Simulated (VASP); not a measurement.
# Mg2ZnS3 (Pmm2) in VASP: further runs, part 2 of 2

VASP 6.6.1. The steps go on from the part before.

## Step 3: Relaxation of cell and atoms, PBE

This run uses another cell than the first one, of 19.99 Å³/atom.

The input, INCAR:

```
  ALGO = Normal
  EDIFF = 1E-6
  EDIFFG = -0.04
  ENCUT = 600
  GGA = PE
  IBRION = 2
  ISIF = 3
  ISMEAR = 0
  LASPH = True
  LCHARG = False
  LREAL = False
  LWAVE = False
  NELM = 80
  NSW = 90
  PREC = Accurate
  SIGMA = 0.1
```

The input, KPOINTS:

```
k-points
0
Gamma
  6 6 2
```

The input, POSCAR:

```
Mg2ZnS3
1.0
    3.4414102172      0.0000000000      0.0000000000
    0.0000000000      3.5385749381      0.0000000000
    0.0000000000      0.0000000000      9.8507568882
Mg Zn S
2 1 3
Direct
    0.0000000000      0.0000000000      0.9678361593
    0.0000000000      0.5000000000      0.6390313852
    0.5000000000      0.0000000000      0.3173885791
    0.5000000000      0.5000000000      0.8531826720
    0.5000000000      0.5000000000      0.1755402077
    0.5000000000      0.0000000000      0.5470210067
```

Potentials or basis: VASP PAW PBE potentials, release 64 (Mg, Zn, S).

The run is started by

```
$ cat potpaw_PBE.64/Mg/POTCAR potpaw_PBE.64/Zn/POTCAR potpaw_PBE.64/S/POTCAR > POTCAR
$ mpirun -np 1 vasp_std > vasp.out
```

OUTCAR:

```text
EDIFF = 1E-6
   EDIFFG = -0.04
   ENCUT = 600
   GGA = PE
   IBRION = 2
   ISIF = 3
   ISMEAR = 0
   LASPH = True
   LREAL = False
   NELM = 80
   NSW = 90
   PREC = Accurate

 ion  position               nearest neighbor table
   1  0.000  0.000  0.968-   4 2.71   4 2.71   4 2.71   4 2.71   5 3.21   5 3.21   5 3.21   5 3.21

   2  0.000  0.500  0.639-   6 2.63   6 2.63   6 2.63   6 2.63   4 2.72   4 2.72
   3  0.500  0.000  0.317-   5 2.25   5 2.25   6 2.26
   4  0.500  0.500  0.853-   1 2.71   1 2.71   1 2.71   1 2.71   2 2.72   2 2.72
   5  0.500  0.500  0.176-   3 2.25   3 2.25   1 3.21   1 3.21   1 3.21   1 3.21
   6  0.500  0.000  0.547-   3 2.26   2 2.63   2 2.63   2 2.63   2 2.63

  LATTYP: Found a simple orthorhombic cell.
 ALAT       =     3.4414102172
 B/A-ratio  =     1.0282339840
 C/A-ratio  =     2.8624186791

  Lattice vectors:

 A1 = (   3.4414102172,   0.0000000000,   0.0000000000)
 A2 = (   0.0000000000,   3.5385749381,   0.0000000000)
 A3 = (   0.0000000000,   0.0000000000,   9.8507568882)

Analysis of symmetry for initial positions (statically):
=====================================================================
 Subroutine PRICEL returns:
 Original cell was already a primitive cell.

 Routine SETGRP: Setting up the symmetry group for a
 simple orthorhombic supercell.

 Subroutine GETGRP returns: Found  4 space group operations
 (whereof  4 operations were pure point group operations)
 out of a pool of  8 trial point group operations.

The static configuration has the point symmetry C_2v.

Analysis of symmetry for dynamics (positions and initial velocities):
=====================================================================
 Subroutine PRICEL returns:
 Original cell was already a primitive cell.

 Routine SETGRP: Setting up the symmetry group for a
 simple orthorhombic supercell.

 Subroutine GETGRP returns: Found  4 space group operations
[... 132 lines left out ...]
  volume/ion in A,a.u.               =      19.99       134.92
  Fermi-wavevector in a.u.,A,eV,Ry     =   1.075366  2.032147 15.733942  1.156412
  Thomas-Fermi vector in A             =   2.211221
   LORBIT       =      0    0 simple, 1 ext, 2 COOP (PROOUT), +10 PAW based schemes
   GGA     = PE    functional components
   LHFCALC =     F    Hartree Fock is set to
   AEXX    =    0.0000 exact exchange contribution
   IVDW    =     0    specifies the selected vdW correction
   LEPSILON=     F    determine dielectric tensor
   LRPA    =     F    only Hartree local field effects (RPA)
 conjugate gradient relaxation of ions
 non-spin polarized calculation
 Gauss-broadening in eV      SIGMA  =   0.10
  energy-cutoff  :      600.00
  volume of cell :      119.96
 maximum number of plane-waves:      4026
 NGX is ok and might be reduce to    28
   NGX = 13   NGY = 15   NGZ = 39

--------------------------------------- Ionic step        1  -------------------------------------------

 number of electron      34.0000002 magnetization

 Free energy of the ion-electron system (eV)
  ---------------------------------------------------
  ext. energy  EPLUGINS =         0.00000000
  ---------------------------------------------------
  free energy    TOTEN  =       -21.52660440 eV

  energy without entropy =      -21.52515912  energy(sigma->0) =      -21.52588176

------------------------ aborting loop because EDIFF is reached ----------------------------------------

  FORCE on cell =-STRESS in cart. coord.  units (eV):
  Direction    XX          YY          ZZ          XY          YZ          ZX
  --------------------------------------------------------------------------------------
  -------------------------------------------------------------------------------------
  Total       -0.0913916     -0.3027756      0.0361288      0.0000000      0.0000000      0.0000000
  in kB       -1.2206258     -4.0438683      0.4825365      0.0000000      0.0000000      0.0000000
  external PRESSURE =      -1.5939859 kB  Pullay stress =       0.0000000 kB
[... 147 lines left out ...]
--------------------------------------- Ionic step        5  -------------------------------------------

 number of electron      34.0000003 magnetization

 Free energy of the ion-electron system (eV)
  ---------------------------------------------------
  ext. energy  EPLUGINS =         0.00000000
  ---------------------------------------------------
  free energy    TOTEN  =       -21.52719861 eV

  energy without entropy =      -21.52582690  energy(sigma->0) =      -21.52651276

 E-fermi :   3.9891     XC(G=0):  -9.3062

 val. band max:        3.9044879051   @ k =   0.0000   0.5000   0.0000
 cond. band min:       4.0411628903   @ k =   0.5000   0.5000   0.5000
 fundamental gap:      0.1366749851
 Fermi energy:         3.9891041214

 k-point     1 :       0.0000    0.0000    0.0000
  band No.  band energies     occupation
      1      -9.9244      2.00000
      2      -9.2696      2.00000
      3      -9.0129      2.00000
      4      -3.5214      2.00000
      5      -3.4964      2.00000
      6      -3.3834      2.00000
[... 565 lines left out ...]
     20       7.4841      0.00000
     21       8.2161      0.00000

 [... further k-points ...]
[... 5 lines left out ...]
  --------------------------------------------------------------------------------------
  -------------------------------------------------------------------------------------
  Total        0.0212110      0.0072577     -0.0132275      0.0000000      0.0000000      0.0000000
  in kB        0.2841837      0.0972377     -0.1772217      0.0000000      0.0000000      0.0000000
  external PRESSURE =       0.0680666 kB  Pullay stress =       0.0000000 kB
[... 21 lines left out ...]
  FREE ENERGIE OF THE ION-ELECTRON SYSTEM (eV)
  ---------------------------------------------------
  free  energy   TOTEN  =       -21.5271986146 eV

  energy  without entropy=      -21.5258268974  energy(sigma->0) =      -21.52651276

 reached required accuracy - stopping structural energy minimisation
```

OSZICAR:

```text
N       E                     dE             d eps       ncg     rms          rms(c)
DAV:   1     0.226533908892E+03    0.22653E+03   -0.15719E+04  1344   0.170E+03
DAV:   2     0.758741775851E+01   -0.21895E+03   -0.20980E+03  1459   0.330E+02
DAV:   3    -0.224629351205E+02   -0.30050E+02   -0.29121E+02  1658   0.111E+02
DAV:   4    -0.235280416054E+02   -0.10651E+01   -0.10619E+01  1564   0.219E+01
[... 32 lines left out ...]
DAV:   1    -0.215271916396E+02   -0.11050E-03   -0.19878E-02  1344   0.879E-01    0.660E-02
DAV:   2    -0.215272121941E+02   -0.20555E-04   -0.52837E-04  1609   0.174E-01    0.301E-02
DAV:   3    -0.215272032121E+02    0.89821E-05   -0.17584E-05  1629   0.332E-02    0.205E-02
DAV:   4    -0.215271986762E+02    0.45358E-05   -0.91300E-06  1635   0.239E-02    0.496E-03
DAV:   5    -0.215271986146E+02    0.61593E-07   -0.21546E-06  1052   0.106E-02
   5 F= -.21527199E+02 E0= -.21526513E+02  d E =-.118006E-03
```

Wall time 1.8 min (1 thread of Intel Xeon 6975P-C (Granite Rapids), shared host); peak memory 0.31 GiB.

What came out:

```yaml
Free_energy: -21.5272 eV
Relaxed_volume: 19.93 Å³/atom
Relaxed_cell: a = 3.438 Å, b = 3.528 Å, c = 9.857 Å, α = 90.00°, β = 90.00°, γ = 90.00°
Space_group_after_relaxing_to_0.1_Å: Pmm2 (No. 25)
Energy_gained_by_relaxing: 0.1 meV/atom
Ionic_steps: 5
Pressure_after_relaxing: 0.0 GPa
Largest_force_after_relaxing: 0.019 eV/Å
Band_gap_on_the_k_mesh: 0.14 eV (least direct gap 0.44 eV)
```

Forces on the atoms (eV/Å):
```
Mg   0.000  0.000  0.011
Mg   0.000  0.000  0.015
Zn   0.000  0.000  0.006
S    0.000  0.000 -0.008
S    0.000  0.000 -0.019
S    0.000  0.000 -0.004
```

Step by step:
| step | energy change (eV) | largest force (eV/Å) | pressure (GPa) | volume (Å³) |
| --- | --- | --- | --- | --- |
| 1 | 0.0000 | 0.0303 | -0.16 | 119.96 |
| 2 | -0.0005 | 0.0418 | 0.01 | 119.61 |
| 3 | -0.0005 | 0.0438 | 0.05 | 119.58 |
| 4 | -0.0005 | 0.0438 | 0.03 | 119.59 |
| 5 | -0.0006 | 0.0195 | 0.01 | 119.58 |

Final structure:
```yaml
crystal:
  lattice:
    - [3.43850, 0.00000, 0.00000]
    - [0.00000, 3.52827, 0.00000]
    - [0.00000, 0.00000, 9.85695]
  atoms:
    - { symbol: Mg, position: [0.00000, 0.00000, 0.96794] }
    - { symbol: Mg, position: [0.00000, 0.50000, 0.63912] }
    - { symbol: Zn, position: [0.50000, 0.00000, 0.31753] }
    - { symbol: S, position: [0.50000, 0.50000, 0.85303] }
    - { symbol: S, position: [0.50000, 0.50000, 0.17518] }
    - { symbol: S, position: [0.50000, 0.00000, 0.54719] }
```

Caveat: semilocal functionals underestimate gaps, and a narrow one can read as zero. A k mesh can miss the band edges.

## Step 4: Single point, PBE

This run uses another cell than the first one, of 19.94 Å³/atom.

The input, INCAR:

```
ALGO = Normal ; EDIFF = 1E-6
ENCUT = 520 ; GGA = PE
ISIF = 2 ; ISMEAR = 0
LASPH = T ; LCHARG = F
LREAL = F ; LWAVE = F
NBANDS = 26 ; NELM = 80
PREC = Accurate ; SIGMA = 0.01
```

The input, KPOINTS:

```
k-points
0
Gamma
  10 10 4
```

The input, POSCAR:

```
Mg2ZnS3
1.0
    3.4425020505      0.0000000000      0.0000000000
    0.0000000000      3.5267866419      0.0000000000
    0.0000000000      0.0000000000      9.8558182626
Mg Zn S
2 1 3
Direct
    0.0000000000      0.0000000000      0.9692408410
    0.0000000000      0.5000000000      0.6392980543
    0.5000000000      0.0000000000      0.3172527655
    0.5000000000      0.5000000000      0.8529559755
    0.5000000000      0.5000000000      0.1745607939
    0.5000000000      0.0000000000      0.5466915797
```

The run is started by

```
$ cat potpaw_PBE.64/Mg/POTCAR potpaw_PBE.64/Zn/POTCAR potpaw_PBE.64/S/POTCAR > POTCAR
$ mpirun -np 1 vasp_std > vasp.out
```

It took 2.9 min on 1 thread of Intel Xeon 6975P-C (Granite Rapids), shared host; peak memory 0.47 GiB.

It converged, with:

| Property | Result |
| --- | --- |
| Free energy | -21.5489 eV |
| Pressure | -0.1 GPa |
| Largest force | 0.030 eV/Å |
| Band gap on the k mesh | 0.17 eV (least direct gap 0.47 eV) |

Forces on the atoms (eV/Å):
```
Mg   0.000  0.000 -0.009
Mg   0.000  0.000  0.014
Zn   0.000  0.000  0.004
S    0.000  0.000 -0.007
S    0.000  0.000 -0.030
S    0.000  0.000  0.028
```

Stress tensor (GPa, compression positive):
```
-0.18  0.00  0.00
 0.00 -0.08  0.00
 0.00  0.00 -0.07
```

Levels at points of the mesh, in eV from the valence-band top:
```
           k point  band 13  band 14  band 15  band 16  band 17  band 18  band 19  band 20  band 21  band 22
(0.00, 0.00, 0.00)    -1.45    -1.37    -1.36    -1.24    -0.62     0.53     2.77     2.79     4.24     4.79
(0.50, 0.00, 0.00)    -3.93    -1.65    -0.89    -0.84    -0.80     1.25     1.68     3.24     5.14     5.26
(0.00, 0.50, 0.00)    -3.43    -2.30    -1.20    -1.13     0.00     0.47     4.13     4.27     4.42     5.04
(0.50, 0.50, 0.00)    -4.24    -2.82    -2.75    -2.74    -1.58     0.47     0.99     1.19     2.53     3.91
(0.00, 0.00, 0.50)    -1.80    -1.76    -1.46    -1.02    -0.56     1.39     2.04     3.04     4.37     4.89
(0.50, 0.00, 0.50)    -2.50    -1.98    -1.56    -1.20    -0.57     0.34     3.42     3.93     4.14     4.96
(0.00, 0.50, 0.50)    -3.88    -1.63    -1.20    -1.13     0.00     1.44     2.80     2.95     4.88     5.42
(0.50, 0.50, 0.50)    -3.99    -3.32    -3.04    -2.83    -1.08     0.16     1.32     1.70     3.26     3.31
```

Caveat: semilocal functionals underestimate gaps, and a narrow one can read as zero.

## Step 5: Summary

```csv
task,cell,k mesh,cutoff (eV),smearing,gap on the mesh (eV),pressure (GPa),relaxed volume (Å³/atom),largest force (eV/Å)
relaxation of cell and atoms,"relaxed from a = 3.568, b = 4.513, c = 7.850 Å, 6 atoms, atomic positions A",6 × 4 × 2,600,gaussian 0.1 eV,0.14,0.0,19.92,0.04
relaxation of cell and atoms,"relaxed from a = 3.441, b = 3.539, c = 9.851 Å, 6 atoms, atomic positions B",6 × 6 × 2,600,gaussian 0.1 eV,0.14,0.0,19.93,0.02
single point,"a = 3.443, b = 3.527, c = 9.856 Å, 6 atoms, atomic positions C",10 × 10 × 4,520,gaussian 0.01 eV,0.17,-0.1,-,0.03
```

Alike in all rows: level PBE; potentials or basis VASP PAW PBE potentials, release 64 (Mg, Zn, S); no spin polarisation.

Caveats: semilocal functionals underestimate gaps, and a narrow one can read as zero; a cell axis changed by over 15 % at a fixed basis, so the end point is rough (at least some runs).

Total energies depend on the potentials used, so only differences within one code and one set of settings carry meaning.
